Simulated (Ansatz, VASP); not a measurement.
**MnO: VASP beside Ansatz**

The input INCAR:

```
ALGO = Normal
EDIFF = 1E-6
ENCUT = 600
GGA = PE
GGA_COMPAT = F
ISIF = 2
ISMEAR = -1
ISPIN = 2
LASPH = T
LCHARG = F
LDAU = T
LDAUJ = 0 0
LDAUL = 2 -1
LDAUPRINT = 1
LDAUTYPE = 2
LDAUU = 3 0
LMAXMIX = 4
LORBIT = 11
LREAL = F
LWAVE = F
MAGMOM = 2.8 0
NBANDS = 22
NELM = 200
PREC = Accurate
SIGMA = 0.15
```

Contents of KPOINTS:

```
k-points
0
Gamma
  13 13 13
```

File POSCAR:

```
MnO
1.0
    0.0000000000      2.2230000000      2.2230000000
    2.2230000000      0.0000000000      2.2230000000
    2.2230000000      2.2230000000      0.0000000000
Mn O
1 1
Direct
    0.0000000000      0.0000000000      0.0000000000
    0.5000000000      0.5000000000      0.5000000000
```

Input for Ansatz:

```yaml
crystal:
  lattice:
    - [0.0, 2.223, 2.223]
    - [2.223, 0.0, 2.223]
    - [2.223, 2.223, 0.0]
  atoms:
    - { symbol: Mn, position: [0.0, 0.0, 0.0], spin: 2.8 }
    - { symbol: O, position: [0.5, 0.5, 0.5], spin: 0.0 }
basis:
  ecutwfc: 435.382179935808
kpoints:
  mp_grid:
    grid: [13, 13, 13]
hamiltonian:
  xc: pbe
  hubbard:
    - { species: Mn, l: d, u_eff: 3.0 }
magnetization:
  spin_polarized: true
scf:
  occupations:
    method: fermi_dirac
    width: 0.15
output:
  eigenvalues: true
```

Alike in both runs: task single point; functional PBE; k mesh 13 × 13 × 13; occupations fermi-dirac, width 0.15 eV; collinear spin; Hubbard terms Mn d U = 3.0 eV.

```csv
,VASP,Ansatz
version,VASP 6.6.1,Ansatz 0.2.0
potentials or method,"VASP PAW PBE potentials, release 64 (Mn_sv, O), cutoff 600 eV","plane waves, PAW"
valence electrons in the cell,21,21
```

Ansatz gave:

```
gap on the k mesh at the Fermi level (eV)                     : none
net moment per atom (μB)                                      : 2.50
size of the moment on the site where the two differ most (μB) : 4.26
```

**Question.** Which values does VASP return?

**Answer.** gap on the k mesh at the Fermi level (eV): none; net moment per atom (μB): 2.50; size of the moment on the site where the two differ most (μB): 4.45.

Site moments also hang on the region over which each program counts them. The programs project onto different local orbitals, so the same U acts differently, and such runs can settle in different states. A gap of «none» marks a metal or a gap that the smearing closes. Ansatz's warnings: filled band counts differ across k points.
